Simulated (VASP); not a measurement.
Crystal: Pb.

```
Pb
1.0
     3.50053    0.00000    0.00000
    -1.75026    3.03155    0.00000
     0.00000    0.00000    5.71636
Pb
2
Direct
  0.33333 0.66667 0.25000
  0.66667 0.33333 0.75000
```

| Item | Value |
| --- | --- |
| Program | VASP 6.6.1 |
| Task | relaxation of cell and atoms |
| Functional | LDA |
| Potentials or basis | VASP PAW LDA potentials, release 64 (Pb_d) |
| Cutoff | 600 eV |
| k mesh | 10 × 10 × 6 |
| Occupations | fermi-dirac, width 0.1 eV |
| Spin | no spin polarisation |

At the start: pressure -2.1 GPa; volume 30.33 Å³/atom.

How do energy, volume and symmetry change on relaxing?

Over 5 steps the energy falls by 10.0 meV/atom and the volume is 28.93 Å³/atom (-4.6 %); space group P6_3/mmc (No. 194, to 0.05 Å).

The path:
| step | energy change (eV) | largest force (eV/Å) | pressure (GPa) | volume (Å³) |
| --- | --- | --- | --- | --- |
| 1 | 0.0000 | 0.0000 | -2.14 | 60.66 |
| 2 | -0.0185 | 0.0000 | 0.64 | 57.18 |
| 3 | -0.0198 | 0.0000 | 0.01 | 57.86 |
| 4 | -0.0199 | 0.0000 | 0.02 | 57.86 |
| 5 | -0.0199 | 0.0000 | 0.01 | 57.86 |

Final structure:
```cif
data_structure
_symmetry_space_group_name_H-M 'P 1'
_symmetry_Int_Tables_number 1
_cell_length_a 3.4390
_cell_length_b 3.4390
_cell_length_c 5.6495
_cell_angle_alpha 90.000
_cell_angle_beta 90.000
_cell_angle_gamma 120.000
_cell_volume 57.86
loop_
_atom_site_label
_atom_site_type_symbol
_atom_site_fract_x
_atom_site_fract_y
_atom_site_fract_z
_atom_site_occupancy
Pb1 Pb 0.33333 0.66667 0.25000 1
Pb2 Pb 0.66667 0.33333 0.75000 1
```
